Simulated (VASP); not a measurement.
Set up this calculation in VASP 6.6.1, as the native input.

```yaml
Task: relaxation of cell and atoms
Functional: PBE
Potentials_or_basis: VASP PAW PBE potentials, release 64 (Ga_d, P)
Cutoff: 600 eV
k_mesh: 8 × 8 × 8
Occupations: gaussian, width 0.01 eV
Spin: no spin polarisation
Target_pressure: 1 GPa
Dipole_correction: no
Further_INCAR_settings: ALGO = Normal; EDIFF = 1e-07; IBRION = 2; EDIFFG = -0.001; NSW = 80; ISIF = 3
```

The structure of GaP lies in POSCAR:

```
GaP
1.0
    0.0000000000      2.7530369374      2.7530369374
    2.7530369374      0.0000000000      2.7530369374
    2.7530369374      2.7530369374      0.0000000000
Ga P
1 1
Direct
    0.0000000000      0.0000000000      0.0000000000
    0.7500000000      0.7500000000      0.7500000000
```

The input as run:

INCAR

```
SYSTEM = GaP
ALGO = Normal ; EDIFF = 1E-7
EDIFFG = -0.001 ; ENCUT = 600
GGA = PE ; IBRION = 2
ISIF = 3 ; ISMEAR = 0
LASPH = .TRUE. ; LCHARG = .FALSE.
LREAL = .FALSE. ; LWAVE = .FALSE.
NELM = 100 ; NSW = 80
PREC = Accurate ; PSTRESS = 10.0
SIGMA = 0.01
```

KPOINTS

```
k-points
0
G
  8 8 8
  0 0 0
```

Potentials or basis: VASP PAW PBE potentials, release 64 (Ga_d, P).

Command:

```bash
$ cat potpaw_PBE.64/Ga_d/POTCAR potpaw_PBE.64/P/POTCAR > POTCAR
$ mpirun -np 1 vasp_std > vasp.out
```

Results of the run:

The relaxed volume is 20.59 Å³/atom and the relaxed cell is a = 3.876 Å, b = 3.876 Å, c = 3.876 Å, α = 60.00°, β = 60.00°, γ = 60.00°. The space group after relaxing (to 0.05 Å) is F-43m (No. 216), the energy change on relaxing (the enthalpy is what falls) is +0.8 meV/atom and the ionic steps are 3. The pressure after relaxing is 1.0 GPa and the band gap on the k mesh is 1.62 eV, indirect (least direct gap 1.68 eV).

Caveat: the cell is relaxed towards a set pressure, so the enthalpy falls and the energy may rise.

Wall time 28 s on 1 thread of Intel(R) Xeon(R) Platinum 8488C (Sapphire Rapids), with other jobs on the host, peak memory 0.19 GiB.
